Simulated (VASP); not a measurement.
Runs of VASP 6.6.1 on NaCl. The structure is that of space group Pm-3m (No. 221), or close to it. The cells are those of the table. 

| level | cell | k mesh | grid for exact exchange (PRECFOCK) | share of exact exchange | screening parameter | gap on the mesh (eV) | pressure (GPa) |
| --- | --- | --- | --- | --- | --- | --- | --- |
| PBEsol-based screened hybrid with 25 % exact exchange | a = 3.442 Å, 2 atoms | 4 × 4 × 4 | Normal | 0.25 | 0.207 1/Å | (a) | 0.0 |
| RPBE | a = 3.592 Å, 2 atoms | 8 × 8 × 8 | - | - | - | 4.02 | -0.1 |
| PBEsol-based global hybrid with 25 % exact exchange | a = 3.502 Å, 2 atoms | 4 × 4 × 4 | Normal | 0.25 | - | 5.91 | -1.5 |
| PBE-based screened hybrid with 15 % exact exchange | a = 3.502 Å, 2 atoms | 4 × 4 × 4 | Normal | 0.15 | 0.2 1/Å | 4.77 | -0.1 |
| PBE-based screened hybrid with 40 % exact exchange | a = 3.502 Å, 2 atoms | 4 × 4 × 4 | Normal | 0.4 | 0.2 1/Å | (b) | (c) |

Alike in all rows: task single point; potentials or basis VASP PAW PBE potentials, release 64 (Cl, Na_pv); no spin polarisation; cutoff (eV) 520; smearing fermi-dirac 0.05 eV.

Q: Estimate the missing entries.

A: (a) 5.35; (b) 6.14; (c) -0.7.

Caveats: some runs use coarse meshes; the PAW data sets were made with another functional, which shifts forces and pressure a little.

A k mesh can miss the band edges.
